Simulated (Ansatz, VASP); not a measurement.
**SiPdRu5: VASP beside Ansatz**

```
Si Ru Pd
1.0
     3.94584    0.00000    0.00000
     0.00000    3.94584    0.00000
     0.00000    0.00000    6.48301
Si Ru Pd
1 5 1
Direct
  0.50000 0.50000 0.00000
  0.00000 0.50000 0.78388
  0.50000 0.00000 0.78388
  0.00000 0.50000 0.21612
  0.50000 0.00000 0.21612
  0.00000 0.00000 0.50000
  0.50000 0.50000 0.50000
```

Alike in both runs: functional PBE; k mesh 4 × 4 × 4; occupations gaussian, width 0.2 eV; no spin polarisation.

Ansatz relaxed the structure, and its values are those at the end. VASP's run is a single point on that final structure, the one shown.

|  | VASP | Ansatz |
| --- | --- | --- |
| version | VASP 6.6.1 | Ansatz 0.2.0 |
| potentials or method | VASP PAW PBE potentials, release 64 (Si, Ru_pv, Pd), cutoff 500 eV | scalar-relativistic, plane waves, PAW |
| valence electrons in the cell | 84 | 102 |

```tsv
	VASP	Ansatz	Ansatz less VASP
gap on the k mesh at the Fermi level (eV)	none	none	-
pressure (GPa)	0.0	0.1	+0.08
rms of the force components (eV/Å)	0.008	0.002	-0.0056
```

A gap of «none» marks a metal or a gap that the smearing closes. With one functional, cell and mesh, what is left measures potentials, basis and numerics. VASP's potentials hold 84 valence electrons a cell and Ansatz's 102, so a difference there can come from the potentials and not from the codes.

The k mesh is coarse, so the values compare programs but aren't converged.
